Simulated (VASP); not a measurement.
# Ir (Fd-3m) in VASP: notebook

Runs on Ir. Level: PBE. Tasks: single point, relaxation of cell and atoms.

Program: VASP 6.6.1. These are calculated values, not measurements. Logs are shortened: lines on timing, memory, paths and dates and some standing lists are left out, and cuts for length are marked.

## Step 1: The cell of the first run

It takes space group Fd-3m (No. 227, cubic). Conventional cell: a = 5.567 Å, b = 5.567 Å, c = 5.567 Å, α = 90.00°, β = 90.00°, γ = 90.00°. Within 3.2 Å of Ir (site symmetry -43m) lie 4 Ir at 2.41 Å.

This isn't the form of Ir at room conditions, which is fcc.

## Step 2: Single point, PBE

Input file INCAR:

```
  ALGO = Normal
  EDIFF = 1E-6
  ENCUT = 500
  GGA = PE
  GGA_COMPAT = False
  ISIF = 2
  ISMEAR = 0
  LASPH = True
  LCHARG = False
  LREAL = False
  LWAVE = False
  NBANDS = 16
  NELM = 120
  PREC = Accurate
  SIGMA = 0.1
```

Input file KPOINTS:

```
k-points
0
Gamma
  14 14 14
```

Input file POSCAR:

```
Ir
1.0
    0.0000000000      2.7832534918      2.7832534918
    2.7832534918      0.0000000000      2.7832534918
    2.7832534918      2.7832534918      0.0000000000
Ir
2
Direct
    1.0000000000      1.0000000000      1.0000000000
    0.2500000000      0.2500000000      0.2500000000
```

Potentials or basis: VASP PAW PBE potentials, release 64 (Ir).

The run is started by

```
$ cat potpaw_PBE.64/Ir/POTCAR > POTCAR
$ mpirun -np 1 vasp_std > vasp.out
```

OUTCAR:

```text
EDIFF = 1E-6
   ENCUT = 500
   GGA = PE
   ISIF = 2
   ISMEAR = 0
   LASPH = True
   LREAL = False
   NELM = 120
   PREC = Accurate

 ion  position               nearest neighbor table
   1  0.000  0.000  0.000-   2 2.41   2 2.41   2 2.41   2 2.41
   2  0.250  0.250  0.250-   1 2.41   1 2.41   1 2.41   1 2.41

  LATTYP: Found a face centered cubic cell.
 ALAT       =     5.5665069836

  Lattice vectors:

 A1 = (   0.0000000000,   2.7832534918,   2.7832534918)
 A2 = (   2.7832534918,   0.0000000000,   2.7832534918)
 A3 = (   2.7832534918,   2.7832534918,   0.0000000000)

Analysis of symmetry for initial positions (statically):
=====================================================================
 Subroutine PRICEL returns:
 Original cell was already a primitive cell.

 Routine SETGRP: Setting up the symmetry group for a
 face centered cubic supercell.

 Subroutine GETGRP returns: Found 48 space group operations
 (whereof 24 operations were pure point group operations)
 out of a pool of 48 trial point group operations.

The static configuration has the point symmetry T_d .
 The point group associated with its full space group is O_h .

Analysis of symmetry for dynamics (positions and initial velocities):
=====================================================================
 Subroutine PRICEL returns:
 Original cell was already a primitive cell.

 Routine SETGRP: Setting up the symmetry group for a
 face centered cubic supercell.

 Subroutine GETGRP returns: Found 48 space group operations
 (whereof 24 operations were pure point group operations)
 out of a pool of 48 trial point group operations.

The dynamic configuration has the point symmetry T_d .
 The point group associated with its full space group is O_h .

 Subroutine INISYM returns: Found 48 space group operations
 (whereof 24 operations are pure point group operations),
 and found     1 'primitive' translations

----------------------------------------------------------------------------------------

                                     Primitive cell

  volume of cell :      43.1209

  direct lattice vectors                    reciprocal lattice vectors
     0.000000000  2.783253492  2.783253492    -0.179645872  0.179645872  0.179645872
     2.783253492  0.000000000  2.783253492     0.179645872 -0.179645872  0.179645872
     2.783253492  2.783253492  0.000000000     0.179645872  0.179645872 -0.179645872

  length of vectors
     3.936114836  3.936114836  3.936114836     0.311155777  0.311155777  0.311155777

  position of ions in fractional coordinates (direct lattice)
     0.000000000  0.000000000  0.000000000
     0.250000000  0.250000000  0.250000000

  ion indices of the primitive-cell ions
   primitive index   ion index
                 1           1
                 2           2

----------------------------------------------------------------------------------------

 KPOINTS: k-points

Automatic generation of k-mesh.
 Grid dimensions read from file:
 generate k-points for:   14   14   14

 Generating k-lattice:

  Cartesian coordinates                     Fractional coordinates (reciprocal lattice)
    -0.012831848  0.012831848  0.012831848     0.071428571  0.000000000  0.000000000
     0.012831848 -0.012831848  0.012831848     0.000000000  0.071428571  0.000000000
     0.012831848  0.012831848 -0.012831848     0.000000000  0.000000000  0.071428571

  Length of vectors
     0.022225413  0.022225413  0.022225413

  Shift w.r.t. Gamma in fractional coordinates (k-lattice)
     0.000000000  0.000000000  0.000000000

 Subroutine IBZKPT returns following result:
 ===========================================

 Found    104 irreducible k-points:

 Following reciprocal coordinates:
            Coordinates               Weight
  0.000000  0.000000  0.000000      1.000000
  0.071429  0.000000  0.000000      8.000000
  0.142857  0.000000  0.000000      8.000000
  0.214286  0.000000  0.000000      8.000000
  0.285714  0.000000  0.000000      8.000000
  0.357143  0.000000  0.000000      8.000000
[... 16 lines left out ...]
  0.214286  0.142857  0.000000     24.000000
  0.285714  0.142857  0.000000     24.000000
 [... further k-points ...]
   k-points           NKPTS =    104   k-points in BZ     NKDIM =    104   number of bands    NBANDS=     16
   number of dos      NEDOS =    301   number of ions     NIONS =      2
   total plane-waves  NPLWV =  27000
   dimension x,y,z NGX =    30 NGY =   30 NGZ =   30
   dimension x,y,z NGXF=    60 NGYF=   60 NGZF=   60
   ions per type =               2
   NGX,Y,Z   is equivalent  to a cutoff of  12.67, 12.67, 12.67 a.u.
   NGXF,Y,Z  is equivalent  to a cutoff of  25.34, 25.34, 25.34 a.u.
 SYSTEM =  unknown system
   PREC   = accura    normal or accurate (medium, high low for compatibility)
   ISTART =      0    job   : 0-new  1-cont  2-samecut
   ICHARG =      2    charge: 1-file 2-atom 10-const
   ISPIN  =      1    spin polarized calculation?
   LNONCOLLINEAR =      F non collinear calculations
   LSORBIT =      F    spin-orbit coupling
   LASPH  =      T    aspherical Exc in radial PAW
   ENCUT  =  500.0 eV  36.75 Ry    6.06 a.u.   7.18  7.18  7.18*2*pi/ulx,y,z
   NELM   =    120;   NELMIN=  2; NELMDL= -5     # of ELM steps
   EDIFF  = 0.1E-05   stopping-criterion for ELM
   LREAL  =      F    real-space projection
   EDIFFG = 0.1E-04   stopping-criterion for IOM
   NSW    =      0    number of steps for IOM
   IBRION =     -1    ionic relax: 0-MD 1-quasi-New 2-CG
   NFREE  =      0    steps in history (QN), initial steepest desc. (CG)
   ISIF   =      2    stress and relaxation
   ISYM   =      2    0-nonsym 1-usesym 2-fastsym
   POTIM  = 0.5000    time-step for ionic-motion
   TEBEG  =    0.0;   TEEND  =   0.0 temperature during run
   PSTRESS=    0.0 pullay stress
   NELECT =      18.0000    total number of electrons
   NUPDOWN=      -1.0000    fix difference up-down
   EMIN   =  10.00;   EMAX   =-10.00  energy-range for DOS
   EFERMI =   0.00;   METHOD = LEGACY
   ISMEAR =     0;   SIGMA  =   0.10  broadening in eV -4-tet -1-fermi 0-gaus
   EFERMI_NEDOS =   21; number of points for ismear=-14 and -15
   IALGO  =     38    algorithm
   IMIX   =      4    mixing-type and parameters
     AMIX     =   0.40;   BMIX     =  1.00
     AMIX_MAG =   1.60;   BMIX_MAG =  1.00
  volume/ion in A,a.u.               =      21.56       145.50
  Fermi-wavevector in a.u.,A,eV,Ry     =   1.223497  2.312074 20.367172  1.496945
  Thomas-Fermi vector in A             =   2.358606
   LORBIT       =      0    0 simple, 1 ext, 2 COOP (PROOUT), +10 PAW based schemes
   GGA     = PE    functional components
   LHFCALC =     F    Hartree Fock is set to
   AEXX    =    0.0000 exact exchange contribution
   IVDW    =     0    specifies the selected vdW correction
   LEPSILON=     F    determine dielectric tensor
   LRPA    =     F    only Hartree local field effects (RPA)
 non-spin polarized calculation
 Gauss-broadening in eV      SIGMA  =   0.10
  energy-cutoff  :      500.00
  volume of cell :       43.12
 maximum number of plane-waves:      1113
 NGX is ok and might be reduce to    30
   NGX = 15   NGY = 15   NGZ = 15

 number of electron      17.9999998 magnetization

 Free energy of the ion-electron system (eV)
  ---------------------------------------------------
  ext. energy  EPLUGINS =         0.00000000
  ---------------------------------------------------
  free energy    TOTEN  =       -15.70909304 eV

  energy without entropy =      -15.69693372  energy(sigma->0) =      -15.70301338

 E-fermi :   5.1867     XC(G=0): -11.1671

 val. band max:        5.1789737734   @ k =   0.2143   0.2143   0.0000
 cond. band min:       5.1964619221   @ k =   0.5000   0.3571   0.0714
 fundamental gap:      0.0174881486
 Fermi energy:         5.1866720774

 k-point     1 :       0.0000    0.0000    0.0000
  band No.  band energies     occupation
      1      -2.7806      2.00000
      2       0.1529      2.00000
      3       0.1529      2.00000
      4       0.5382      2.00000
      5       0.5382      2.00000
      6       0.5382      2.00000
[... 8 lines left out ...]
     15      17.6412      0.00000
     16      17.6412      0.00000

 k-point     2 :       0.0714    0.0000    0.0000
  band No.  band energies     occupation
      1      -2.6924      2.00000
      2       0.0804      2.00000
      3       0.0804      2.00000
      4       0.5279      2.00000
      5       0.6439      2.00000
      6       0.6439      2.00000
[... 8 lines left out ...]
     15      17.3136      0.00000
     16      17.3136      0.00000

 k-point     3 :       0.1429    0.0000    0.0000
  band No.  band energies     occupation
      1      -2.4363      2.00000
      2      -0.0195      2.00000
      3      -0.0195      2.00000
      4       0.5005      2.00000
      5       0.8258      2.00000
      6       0.8258      2.00000
[... 8 lines left out ...]
     15      16.5496      0.00000
     16      17.4293      0.00000

 k-point     4 :       0.2143    0.0000    0.0000
  band No.  band energies     occupation
      1      -2.0408      2.00000
      2      -0.0667      2.00000
      3      -0.0667      2.00000
      4       0.4634      2.00000
      5       0.9557      2.00000
      6       0.9557      2.00000
[... 8 lines left out ...]
     15      15.7210      0.00000
     16      18.0447      0.00000

 k-point     5 :       0.2857    0.0000    0.0000
  band No.  band energies     occupation
      1      -1.5628      2.00000
      2      -0.0439      2.00000
      3      -0.0439      2.00000
      4       0.4194      2.00000
      5       0.9665      2.00000
      6       0.9665      2.00000
[... 8 lines left out ...]
     15      15.1249      0.00000
     16      18.3510      0.00000

 k-point     6 :       0.3571    0.0000    0.0000
  band No.  band energies     occupation
      1      -1.0937      2.00000
      2       0.0488      2.00000
      3       0.0488      2.00000
      4       0.3593      2.00000
      5       0.8534      2.00000
      6       0.8534      2.00000
[... 8 lines left out ...]
     15      14.9732      0.00000
     16      18.3690      0.00000

 k-point     7 :       0.4286    0.0000    0.0000
  band No.  band energies     occupation
      1      -0.7419      2.00000
      2       0.1979      2.00000
      3       0.1979      2.00000
      4       0.2806      2.00000
      5       0.6671      2.00000
      6       0.6671      2.00000
[... 8 lines left out ...]
     15      14.8972      0.00000
     16      18.3256      0.00000

 k-point     8 :       0.5000    0.0000    0.0000
  band No.  band energies     occupation
      1      -0.6060      2.00000
      2       0.2355      2.00000
      3       0.3250      2.00000
      4       0.3250      2.00000
      5       0.5230      2.00000
      6       0.5230      2.00000
[... 8 lines left out ...]
     15      14.8749      0.00000
     16      18.3037      0.00000

 k-point     9 :       0.0714    0.0714    0.0000
  band No.  band energies     occupation
      1      -2.6625      2.00000
      2      -0.0465      2.00000
      3       0.2118      2.00000
      4       0.5351      2.00000
      5       0.5351      2.00000
      6       0.7625      2.00000
[... 8 lines left out ...]
     15      16.5795      0.00000
     16      17.8838      0.00000
[... 172 lines left out ...]
 k-point    19 :      -0.2143    0.0714    0.0000
  band No.  band energies     occupation
      1      -1.8152      2.00000
      2      -0.2224      2.00000
      3       0.0982      2.00000
      4       0.4234      2.00000
      5       0.8159      2.00000
      6       1.1889      2.00000
[... 8 lines left out ...]
     15      15.9873      0.00000
     16      17.8614      0.00000

 k-point    20 :      -0.1429    0.0714    0.0000
  band No.  band energies     occupation
      1      -2.2429      2.00000
      2      -0.1852      2.00000
      3       0.0944      2.00000
      4       0.4841      2.00000
      5       0.7545      2.00000
      6       1.0568      2.00000
[... 8 lines left out ...]
     15      16.9529      0.00000
     16      17.2654      0.00000

 k-point    21 :      -0.0714    0.0714    0.0000
  band No.  band energies     occupation
      1      -2.5476      2.00000
      2      -0.0773      2.00000
      3       0.1167      2.00000
      4       0.5256      2.00000
      5       0.6478      2.00000
      6       0.8497      2.00000
[... 8 lines left out ...]
     15      16.8146      0.00000
     16      17.6090      0.00000

 k-point    22 :       0.1429    0.1429    0.0000
  band No.  band energies     occupation
      1      -2.3132      2.00000
      2      -0.3228      2.00000
      3       0.3871      2.00000
      4       0.5221      2.00000
      5       0.5221      2.00000
      6       1.1139      2.00000
[... 8 lines left out ...]
     15      16.0041      0.00000
     16      16.0772      0.00000

 k-point    23 :       0.2143    0.1429    0.0000
  band No.  band energies     occupation
      1      -2.0085      2.00000
      2      -0.4237      2.00000
      3       0.3826      2.00000
      4       0.4907      2.00000
      5       0.6367      2.00000
      6       1.2942      2.00000
[... 8 lines left out ...]
     15      15.3703      0.00000
     16      16.4199      0.00000

 k-point    24 :       0.2857    0.1429    0.0000
  band No.  band energies     occupation
      1      -1.5848      2.00000
      2      -0.4601      2.00000
      3       0.3681      2.00000
      4       0.4175      2.00000
      5       0.7372      2.00000
      6       1.4155      2.00000
[... 8 lines left out ...]
     15      15.1522      0.00000
     16      17.2682      0.00000

 [... further k-points ...]
[... 5 lines left out ...]
  --------------------------------------------------------------------------------------
  -------------------------------------------------------------------------------------
  Total       -0.0907075     -0.0907075     -0.0907075      0.0000000     -0.0000000     -0.0000000
  in kB       -3.3702761     -3.3702761     -3.3702761      0.0000000     -0.0000000     -0.0000000
  external PRESSURE =      -3.3702761 kB  Pullay stress =       0.0000000 kB

 VOLUME and BASIS-vectors are now :
 -----------------------------------------------------------------------------
  energy-cutoff  :      500.00
  volume of cell :       43.12
      direct lattice vectors                 reciprocal lattice vectors
     0.000000000  2.783253492  2.783253492    -0.179645872  0.179645872  0.179645872
     2.783253492  0.000000000  2.783253492     0.179645872 -0.179645872  0.179645872
     2.783253492  2.783253492  0.000000000     0.179645872  0.179645872 -0.179645872

 POSITION                                       TOTAL-FORCE (eV/Angst)
 -----------------------------------------------------------------------------------
      0.00000      0.00000      0.00000         0.000000      0.000000      0.000000
      1.39163      1.39163      1.39163        -0.000000     -0.000000     -0.000000
 -----------------------------------------------------------------------------------
    total drift:                                0.000000     -0.000000     -0.000000

  FREE ENERGIE OF THE ION-ELECTRON SYSTEM (eV)
  ---------------------------------------------------
  free  energy   TOTEN  =       -15.7090930448 eV

  energy  without entropy=      -15.6969337219  energy(sigma->0) =      -15.70301338
```

It took 85 s on 1 thread of Intel Xeon Platinum 8259CL at 2.50GHz (Skylake/Cascade Lake), shared host; peak memory 0.21 GiB.

What came out:

```yaml
Free_energy: -15.7091 eV
Pressure: -0.3 GPa
Band_gap_on_the_k_mesh: zero (bands 9 and 10 overlap by 1.55 eV)
```

Caveat: spin-orbit coupling is left out, which moves the levels of the heavy elements.

(Continued in part 2 of 2.)
